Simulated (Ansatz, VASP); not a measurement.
Tl: VASP beside Ansatz

```xyz
1
Lattice="-1.9539 1.9539 1.9539 1.9539 -1.9539 1.9539 1.9539 1.9539 -1.9539" Properties=species:S:1:pos:R:3 pbc="T T T"
Tl    0.0000    0.0000    0.0000
```

Change from the starting cell: volume scaled by 1.02, PAW files.

Alike in both runs: task electric field gradients; functional LDA; k mesh 13 × 13 × 13; occupations fermi-dirac, width 0.05 eV; no spin polarisation.

|  | VASP | Ansatz |
| --- | --- | --- |
| version | VASP 6.6.1 | Ansatz 0.2.0 |
| potentials or method | VASP PAW LDA potentials, release 64 (Tl_d) | PAW with Ansatz's default frozen-core files, scalar-relativistic |
| plane-wave cutoff (eV) | 520 | 420 |
| valence electrons in the cell | 13 | 13 |

```csv
,VASP,Ansatz,Ansatz less VASP
pressure (GPa),-3.0,-3.0,-0.02
```

LDA's correlation is that of Perdew and Zunger in VASP and of Perdew and Wang (1992) in Ansatz.

Neither program's run includes spin-orbit coupling.
